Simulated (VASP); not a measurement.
BN:

```
CELL_PARAMETERS angstrom
0.00000 3.49532 2.16609
1.25163 0.00000 2.16609
1.25163 3.49532 0.00000
ATOMIC_POSITIONS crystal
B 0.00005 0.00005 0.99995
N 0.66665 0.66665 0.33335
```

* Program: VASP 6.6.1
* Task: relaxation of cell and atoms
* Functional: LDA
* Potentials or basis: VASP PAW LDA potentials, release 64 (B, N)
* Cutoff: 600 eV
* k mesh: 12 × 12 × 12
* Occupations: gaussian, width 0.02 eV
* Spin: no spin polarisation

At the start: pressure -4.0 GPa; volume 9.48 Å³/atom.

Problem. Where does the relaxation end?

Solution. Over 26 steps the energy falls by 5.1 meV/atom and the volume is 8.71 Å³/atom (-8.1 %); space group Fmm2 (No. 42, to 0.1 Å) before and after.

Step by step:
```
step  energy change (eV)  largest force (eV/Å)  pressure (GPa)  volume (Å³)
   1              0.0000                0.0106           -3.95        18.95
   2              0.0089                0.0372            6.96        18.32
   3             -0.0034                0.0044           -0.38        18.73
   4             -0.0034                0.0046           -0.30        18.73
   5             -0.0039                0.0125           -0.29        18.66
   6             -0.0054                0.0644           -0.23        18.47
   7             -0.0077                0.1691           -0.10        18.08
   8             -0.0084                0.3828            0.37        17.30
   9             -0.0089                0.2852            0.12        17.65
  10             -0.0090                0.2678            0.12        17.63
  11             -0.0094                0.2160            0.10        17.59
  12             -0.0100                0.1130            0.08        17.49
  13             -0.0100                0.0898            0.06        17.29
  14             -0.0102                0.0140            0.07        17.39
  15             -0.0102                0.0086            0.07        17.39
  16             -0.0102                0.0079            0.06        17.39
  17             -0.0102                0.0058            0.03        17.39
  18             -0.0102                0.0016           -0.03        17.41
  19             -0.0102                0.0010           -0.04        17.41
  20             -0.0102                0.0002           -0.05        17.41
  21             -0.0102                0.0005           -0.04        17.41
  22             -0.0102                0.0007           -0.04        17.41
  23             -0.0102                0.0014           -0.02        17.41
  24             -0.0102                0.0052            0.00        17.41
  25             -0.0102                0.0041           -0.01        17.41
  26             -0.0102                0.0011            0.01        17.41
```

Final structure:
```
B N
1.0
     0.00000    3.24480    2.15400
     1.24581    0.00000    2.15400
     1.24581    3.24480    0.00000
B N
1 1
Cartesian
  1.2458 3.2448 0.0006
  1.2458 3.2448 2.8715
```
